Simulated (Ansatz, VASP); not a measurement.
## Pb: VASP beside Ansatz

INCAR

```
PREC     = Accurate       # precision mode
ENCUT    = 520            # plane-wave cutoff, eV
EDIFF    = 1E-8           # SCF threshold, eV
ISMEAR   = -1             # smearing method
SIGMA    = 0.08           # smearing width, eV
LREAL    = F              # projectors in reciprocal space
LASPH    = T              # aspherical terms in the spheres
NELM     = 100            # most SCF steps
ALGO     = Normal         # electronic algorithm
ISIF     = 2              # what is computed and relaxed
LWAVE    = F              # write WAVECAR
LCHARG   = F              # write CHGCAR
GGA      = PE             # functional
LEFG     = T            
NBANDS   = 21             # bands
```

Contents of KPOINTS:

```
regular mesh
0
Gamma
  14 14 8
```

The input POSCAR:

```
Pb
1.0
    3.5063980399      0.0000000000      0.0000000000
   -1.7531990200      3.0366297783      0.0000000000
    0.0000000000      0.0000000000      5.5061500000
Pb
2
Direct
    0.3333333333      0.6666666667      0.2500000000
    0.6666666667      0.3333333333      0.7500000000
```

Input for Ansatz:

```yaml
crystal:
  lattice:
    - [3.5063980399, 0.0, 0.0]
    - [-1.75319902, 3.0366297783, 0.0]
    - [0.0, 0.0, 5.50615]
  atoms:
    - { symbol: Pb, position: [0.3333333333, 0.6666666667, 0.25] }
    - { symbol: Pb, position: [0.6666666667, 0.3333333333, 0.75] }
kpoints:
  mp_grid: { grid: [14, 14, 8] }
scf:
  occupations: { method: fermi_dirac, width: 0.08 }
hamiltonian:
  xc: pbe
  pseudopotentials: { kind: paw }
output:
  forces: true
  stress: true
  eigenvalues: true
  efg: { contact_densities: true }
  write_density: true
  write_potential: true
  elf: true
  volumetric_format: npy
```

Change from the starting cell: z stretched by -1.5 % at fixed volume, PAW files.

Alike in both runs: task electric field gradients; functional PBE; k mesh 14 × 14 × 8; occupations fermi-dirac, width 0.08 eV; no spin polarisation.

|  | VASP | Ansatz |
| --- | --- | --- |
| version | VASP 6.6.1 | Ansatz 0.2.0 |
| potentials or method | VASP PAW PBE potentials, release 64 (Pb_d) | PAW with Ansatz's default frozen-core files, scalar-relativistic |
| plane-wave cutoff (eV) | 520 | 420 |
| valence electrons in the cell | 28 | 28 |

|  | VASP | Ansatz | Ansatz less VASP |
| --- | --- | --- | --- |
| pressure (GPa) | 4.1 | 4.2 | +0.06 |
| traceless stress, the component that is largest in VASP (GPa) | 2.00 | 2.00 | +0.002 |
| size of Vzz on the site where it differs most (V/Å²) | 68.3 | 70.2 | +1.87 |

With one functional, cell and mesh, what is left measures potentials, basis and numerics.

Neither program's run includes spin-orbit coupling.
